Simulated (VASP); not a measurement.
# CuO (P4/mmm) in VASP: further runs, part 2 of 2

VASP 6.6.1.

## Step 5: Single point, r2SCAN

Input file POSCAR:

```
CuO
1.0
    4.1609370000      0.0000000000      0.0000000000
    0.0000000000      4.1609370000      0.0000000000
    0.0000000000      0.0000000000      3.8876430000
Cu O
3 3
Direct
    0.5000000000      0.0000000000      0.5000000000
    0.0000000000      0.5000000000      0.5000000000
    0.0000000000      0.0000000000      0.0000000000
    0.0000000000      0.0000000000      0.5000000000
    0.5000000000      0.0000000000      0.0000000000
    0.0000000000      0.5000000000      0.0000000000
```

Input file INCAR.step1:

```
ALGO     = Normal         # electronic algorithm
EDIFF    = 1E-5           # SCF threshold, eV
ENCUT    = 900            # plane-wave cutoff, eV
GGA      = PE             # functional
GGA_COMPAT= F            
ISMEAR   = -1             # smearing method
LASPH    = T              # aspherical terms in the spheres
LCHARG   = F              # write CHGCAR
LREAL    = F              # projectors in reciprocal space
LWAVE    = T              # write WAVECAR
NBANDS   = 46             # bands
NELM     = 120            # most SCF steps
PREC     = Accurate       # precision mode
SIGMA    = 0.05           # smearing width, eV
```

Input file INCAR.step2:

```
ALGO     = Normal         # electronic algorithm
EDIFF    = 1E-6           # SCF threshold, eV
ENCUT    = 900            # plane-wave cutoff, eV
GGA_COMPAT= F            
ISIF     = 2              # what is computed and relaxed
ISMEAR   = -1             # smearing method
ISTART   = 1            
LASPH    = T              # aspherical terms in the spheres
LCHARG   = F              # write CHGCAR
LMIXTAU  = T            
LREAL    = F              # projectors in reciprocal space
LWAVE    = F              # write WAVECAR
METAGGA  = R2SCAN         # meta-GGA
NBANDS   = 46             # bands
NELM     = 120            # most SCF steps
PREC     = Accurate       # precision mode
SIGMA    = 0.05           # smearing width, eV
```

Input file KPOINTS:

```
k-points
0
Gamma
  7 7 7
```

Potentials or basis: VASP PAW PBE potentials, release 64 (Cu_sv_GW, O).

Run with:

```sh
$ cat potpaw_PBE.64/Cu_sv_GW/POTCAR potpaw_PBE.64/O/POTCAR > POTCAR
$ cp INCAR.step1 INCAR
$ mpirun -np 1 vasp_std > vasp.out
$ cp INCAR.step2 INCAR
$ mpirun -np 1 vasp_std > vasp.out
```

OUTCAR:

```text
EDIFF = 1E-6
   ENCUT = 900
   ISIF = 2
   ISMEAR = -1
   ISTART = 1
   LASPH = T
   LREAL = F
   METAGGA = R2SCAN
   NELM = 120
   PREC = Accurate

 ion  position               nearest neighbor table
   1  0.500  0.000  0.500-   5 1.94   5 1.94   4 2.08   4 2.08
   2  0.000  0.500  0.500-   6 1.94   6 1.94   4 2.08   4 2.08
   3  0.000  0.000  0.000-   4 1.94   4 1.94   6 2.08   5 2.08   6 2.08   5 2.08
   4  0.000  0.000  0.500-   3 1.94   3 1.94   1 2.08   2 2.08   2 2.08   1 2.08
   5  0.500  0.000  0.000-   1 1.94   1 1.94   3 2.08   3 2.08
   6  0.000  0.500  0.000-   2 1.94   2 1.94   3 2.08   3 2.08

  LATTYP: Found a simple tetragonal cell.
 ALAT       =     4.1609370000
 C/A-ratio  =     0.9343191209

  Lattice vectors:

 A1 = (   4.1609370000,   0.0000000000,   0.0000000000)
 A2 = (   0.0000000000,   4.1609370000,   0.0000000000)
 A3 = (   0.0000000000,   0.0000000000,   3.8876430000)

Analysis of symmetry for initial positions (statically):
=====================================================================
 Subroutine PRICEL returns:
 Original cell was already a primitive cell.

 Routine SETGRP: Setting up the symmetry group for a
[... 180 lines left out ...]
 fundamental gap:      0.0252532991
 Fermi energy:         3.8921784518

 k-point     1 :       0.0000    0.0000    0.0000
  band No.  band energies     occupation
      1    -112.6950      2.00000
      2    -112.1059      2.00000
      3    -112.1050      2.00000
      4     -68.5915      2.00000
      5     -68.4919      2.00000
      6     -68.4919      2.00000
[... 1165 lines left out ...]
     45      15.6714      0.00000
     46      16.8323      0.00000

 [... further k-points ...]

------------------------ aborting loop because EDIFF is reached ----------------------------------------

  FORCE on cell =-STRESS in cart. coord.  units (eV):
  Direction    XX          YY          ZZ          XY          YZ          ZX
  --------------------------------------------------------------------------------------
  -------------------------------------------------------------------------------------
  Total       -1.6767955     -1.6767955     -3.0664326      0.0000000     -0.0000000      0.0000000
  in kB      -39.9137036    -39.9137036    -72.9920133      0.0000000     -0.0000000      0.0000000
  external PRESSURE =     -50.9398068 kB  Pullay stress =       0.0000000 kB

 VOLUME and BASIS-vectors are now :
 -----------------------------------------------------------------------------
  energy-cutoff  :      900.00
  volume of cell :       67.31
      direct lattice vectors                 reciprocal lattice vectors
     4.160937000  0.000000000  0.000000000     0.240330483  0.000000000  0.000000000
     0.000000000  4.160937000  0.000000000     0.000000000  0.240330483  0.000000000
     0.000000000  0.000000000  3.887643000     0.000000000  0.000000000  0.257225265

 POSITION                                       TOTAL-FORCE (eV/Angst)
 -----------------------------------------------------------------------------------
      2.08047      0.00000      1.94382         0.000000      0.000000      0.000000
      0.00000      2.08047      1.94382         0.000000      0.000000      0.000000
      0.00000      0.00000      0.00000         0.000000      0.000000      0.000000
      0.00000      0.00000      1.94382         0.000000      0.000000      0.000000
      2.08047      0.00000      0.00000         0.000000      0.000000      0.000000
      0.00000      2.08047      0.00000         0.000000      0.000000      0.000000
 -----------------------------------------------------------------------------------
    total drift:                                0.000000      0.000000     -0.000000

  FREE ENERGIE OF THE ION-ELECTRON SYSTEM (eV)
  ---------------------------------------------------
  free  energy   TOTEN  =       -53.4331910005 eV

  energy  without entropy=      -53.4074969910  energy(sigma->0) =      -53.42034400
```

OSZICAR.step1:

```text
N       E                     dE             d eps       ncg     rms          rms(c)
DAV:   1     0.215985328044E+04    0.21599E+04   -0.56024E+04  5086   0.654E+03
DAV:   2     0.373127165757E+03   -0.17867E+04   -0.17057E+04  5098   0.141E+03
DAV:   3    -0.410729158929E+01   -0.37723E+03   -0.35508E+03  7152   0.891E+02
DAV:   4    -0.359574618798E+02   -0.31850E+02   -0.30564E+02  7248   0.297E+02
DAV:   5    -0.378860520409E+02   -0.19286E+01   -0.19010E+01  7024   0.596E+01    0.211E+01
DAV:   6    -0.353023625321E+02    0.25837E+01   -0.85513E+01  6552   0.363E+02    0.216E+01
DAV:   7    -0.285015196861E+02    0.68008E+01   -0.42383E+01  5880   0.310E+02    0.595E+00
DAV:   8    -0.284052143156E+02    0.96305E-01   -0.30978E+00  7104   0.339E+01    0.411E+00
DAV:   9    -0.283943626120E+02    0.10852E-01   -0.15343E+00  6776   0.596E+01    0.477E+00
DAV:  10    -0.282447618661E+02    0.14960E+00   -0.11494E+00  6384   0.502E+01    0.222E+00
DAV:  11    -0.281993100545E+02    0.45452E-01   -0.24072E-01  6904   0.209E+01    0.847E-01
DAV:  12    -0.281898220943E+02    0.94880E-02   -0.42430E-02  7088   0.573E+00    0.200E-01
DAV:  13    -0.281897522804E+02    0.69814E-04   -0.37895E-03  7008   0.152E+00    0.160E-01
DAV:  14    -0.281895179668E+02    0.23431E-03   -0.67643E-04  6528   0.979E-01    0.207E-02
DAV:  15    -0.281895260042E+02   -0.80374E-05   -0.93525E-05  4504   0.292E-01
   1 F= -.28189526E+02 E0= -.28174347E+02  d E =-.303572E-01
```

It took 13 min on 1 thread of AMD EPYC 9R45 (Zen 5), shared host; peak memory 0.41 GiB.

What came out:

```
Free energy            : -53.4332 eV
Pressure               : -5.1 GPa
Band gap on the k mesh : zero (an odd number of electrons rules out a gap without spin polarisation)
```

Caveat: the cell stands under tension; the PAW data sets were made with another functional, which shifts forces and pressure a little; an odd number of electrons without spin polarisation forces a metal; a magnetic or distorted state may lie lower; semilocal functionals often make such compounds metallic where correlation or magnetic order opens a gap, which also shifts bond lengths.

## Step 6: Overview

```csv
level,potentials or basis,cell,cutoff (eV),gap on the mesh (eV),pressure (GPa)
LDA,"VASP PAW LDA potentials, release 64 (Cu_sv_GW, O)","a = 4.161, b = 4.161, c = 3.888 Å, 6 atoms",820,none,-11.8
PBEsol,"VASP PAW PBE potentials, release 64 (Cu_sv_GW, O)","a = 4.111, b = 4.111, c = 3.840 Å, 6 atoms",820,none,-0.8
PBE+D3(BJ),"VASP PAW PBE potentials, release 64 (Cu_sv_GW, O)","a = 4.134, b = 4.134, c = 3.877 Å, 6 atoms",820,none,-1.1
r2SCAN,"VASP PAW PBE potentials, release 64 (Cu_sv_GW, O)","a = 4.161, b = 4.161, c = 3.888 Å, 6 atoms",900,none,-5.1
```

Alike in all rows: task single point; no spin polarisation; k mesh 7 × 7 × 7; smearing fermi-dirac 0.05 eV.

Caveats: an odd number of electrons without spin polarisation forces a metal; a magnetic or distorted state may lie lower; semilocal functionals often make such compounds metallic where correlation or magnetic order opens a gap, which also shifts bond lengths; the PAW data sets were made with another functional, which shifts forces and pressure a little (at least some runs); the stress differs along the axes, from -16 to -10 GPa (at least some runs); the cell stands under tension (at least some runs).

Absolute energies hang on the potentials; compare differences alone.

The gap in the log of VASP goes by the Fermi energy; the results here count the filled bands.